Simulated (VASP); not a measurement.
# Si2Ni (Fm-3m) in VASP: further runs, part 2 of 2

VASP 6.6.1. Earlier steps stand in the parts before.

### Step 4. Electric field gradients, revPBE+U, collinear spin, zero start

INCAR

```
SYSTEM = Si2Ni
ALGO     = Normal         ! electronic algorithm
EDIFF    = 1E-8           ! SCF threshold, eV
ENCUT    = 520            ! plane-wave cutoff, eV
GGA      = RE             ! functional
GGA_COMPAT= .FALSE.      
ISIF     = 2              ! what is computed and relaxed
ISMEAR   = -1             ! smearing method
ISPIN    = 2              ! spin polarisation
LASPH    = .TRUE.         ! aspherical terms in the spheres
LCHARG   = .FALSE.        ! write CHGCAR
LDAU     = .TRUE.         ! DFT+U
LDAUJ    = 0 0          
LDAUL    = 2 -1           ! shell
LDAUPRINT= 1            
LDAUTYPE = 2            
LDAUU    = 3 0            ! U, eV
LEFG     = .TRUE.       
LMAXMIX  = 4              ! l up to which the mixer works
LORBIT   = 11             ! projections on sites
LREAL    = .FALSE.        ! projectors in reciprocal space
LWAVE    = .FALSE.        ! write WAVECAR
MAGMOM   = 0 0 0          ! initial moments
NBANDS   = 20             ! bands
NELM     = 200            ! most SCF steps
PREC     = Accurate       ! precision mode
SIGMA    = 0.025          ! smearing width, eV
```

KPOINTS

```
k-points
0
G
  9 9 9
  0 0 0
```

POSCAR

```
Si2Ni
1.0
    0.0000000000      2.7030000000      2.7030000000
    2.7030000000      0.0000000000      2.7030000000
    2.7030000000      2.7030000000      0.0000000000
Ni Si
1 2
Direct
    0.0000000000      0.0000000000      0.0000000000
    0.7500000000      0.7500000000      0.7500000000
    0.2500000000      0.2500000000      0.2500000000
```

Potentials or basis: VASP PAW PBE potentials, release 64 (Ni, Si).

Run with:

```bash
$ cat potpaw_PBE.64/Ni/POTCAR potpaw_PBE.64/Si/POTCAR > POTCAR
$ mpirun -np 1 vasp_std > vasp.out
```

OUTCAR:

```text
SYSTEM = Si2Ni
   EDIFF = 1E-8
   ENCUT = 520
   GGA = RE
   ISIF = 2
   ISMEAR = -1
   ISPIN = 2
   LASPH = .TRUE.
   LORBIT = 11
   LREAL = .FALSE.
   NELM = 200
   PREC = Accurate

 ion  position               nearest neighbor table
   1  0.000  0.000  0.000-   2 2.34   2 2.34   3 2.34   3 2.34   2 2.34   2 2.34   3 2.34   3 2.34

   2  0.750  0.750  0.750-   1 2.34   1 2.34   1 2.34   1 2.34   3 2.70   3 2.70   3 2.70   3 2.70
                             3 2.70   3 2.70
   3  0.250  0.250  0.250-   1 2.34   1 2.34   1 2.34   1 2.34   2 2.70   2 2.70   2 2.70   2 2.70
                             2 2.70   2 2.70

  LATTYP: Found a face centered cubic cell.
 ALAT       =     5.4060000000

  Lattice vectors:

 A1 = (   0.0000000000,   2.7030000000,   2.7030000000)
 A2 = (   2.7030000000,   0.0000000000,   2.7030000000)
 A3 = (   2.7030000000,   2.7030000000,   0.0000000000)

Analysis of symmetry for initial positions (statically):
=====================================================================
 Subroutine PRICEL returns:
 Original cell was already a primitive cell.

[... 1372 lines left out ...]

  energy  without entropy=      -14.5985812871  energy(sigma->0) =      -14.59943388

 Electric field gradients (V/A^2)
---------------------------------------------------------------------
 ion       V_xx      V_yy      V_zz      V_xy      V_xz      V_yz
---------------------------------------------------------------------
   1      -0.000     0.000    -0.000     0.002     0.002     0.002
   2       0.000     0.000    -0.000    -0.000    -0.000    -0.000
   3       0.000     0.000    -0.000    -0.000    -0.000    -0.000
---------------------------------------------------------------------

 Electric field gradients after diagonalization (V/A^2)
 (convention: |V_zz| > |V_xx| > |V_yy|)
----------------------------------------------------------------------
 ion       V_xx      V_yy      V_zz     asymmetry (V_yy - V_xx)/ V_zz
----------------------------------------------------------------------
   1      -0.002    -0.002     0.004       0.000
   2       0.000     0.000    -0.000       0.000
   3       0.000     0.000    -0.000       0.000
----------------------------------------------------------------------

           NMR quadrupolar parameters

 Cq : quadrupolar parameter    Cq=e*Q*V_zz/h
 eta: asymmetry parameters     (V_yy - V_xx)/ V_zz
 Q  : nuclear electric quadrupole moment in mb (millibarn)
----------------------------------------------------------------------
 ion       Cq(MHz)       eta       Q (mb)
----------------------------------------------------------------------
   1       0.000       0.000       1.000
   2      -0.000       0.000       1.000
   3      -0.000       0.000       1.000
----------------------------------------------------------------------

 total charge

# of ion       s       p       d       tot
------------------------------------------
    1        0.545   0.769   8.602   9.916
    2        0.747   0.837   0.000   1.584
    3        0.747   0.837   0.000   1.584
--------------------------------------------------
tot          2.040   2.443   8.602  13.084

 magnetization (x)

# of ion       s       p       d       tot
------------------------------------------
    1        0.000   0.000   0.000   0.000
    2        0.000  -0.000   0.000  -0.000
    3        0.000  -0.000   0.000  -0.000
--------------------------------------------------
tot          0.000  -0.000   0.000   0.000
```

It took 54 s on 1 thread of Intel Xeon Platinum 8488C (Sapphire Rapids), shared host; peak memory 0.19 GiB.

Results:

- Free energy: -14.6003 eV
- Pressure: 2.9 GPa
- Band gap on the k mesh: zero (filled and empty bands overlap)
- Net moment: 0.00 μB per cell
- Largest electric field gradient by atom: zero within the noise of the run
- Valence electrons inside the program's atomic spheres: Ni 9.92; Si 1.58

Eigenvalues of the final occupation matrices:
| site | spin | trace | eigenvalues |
| --- | --- | --- | --- |
| site 1 d | 1 | 4.32 | 0.84 0.84 0.84 0.90 0.90 |
| site 1 d | 2 | 4.32 | 0.84 0.84 0.84 0.90 0.90 |

Caveat: the PAW data sets were made with another functional, which shifts forces and pressure a little; the U is typed as a test and isn't derived for this compound.

### Step 5. Overview

| task | level | spin | U | smearing | k mesh for the DOS | occupations for the DOS | moment (μB) |
| --- | --- | --- | --- | --- | --- | --- | --- |
| single point | PBEsol+U | collinear, ferromagnetic start | Ni d U = 2.0 eV | fermi-dirac 0.05 eV | 14 × 14 × 14 | tetrahedron | 0.00 |
| single point | PBEsol+U | collinear, ferromagnetic start | Ni d U = 8.0 eV | fermi-dirac 0.05 eV | 14 × 14 × 14 | tetrahedron | 0.00 |
| electric field gradients | revPBE+U | collinear, zero start | Ni d U = 3.0 eV | fermi-dirac 0.025 eV | - | - | 0.00 |

Alike in all rows: potentials or basis VASP PAW PBE potentials, release 64 (Ni, Si); cell as given; k mesh 9 × 9 × 9; cutoff (eV) 520.

Caveats: the PAW data sets were made with another functional, which shifts forces and pressure a little; the U is typed as a test and isn't derived for this compound.

Absolute energies hang on the potentials; compare differences alone.
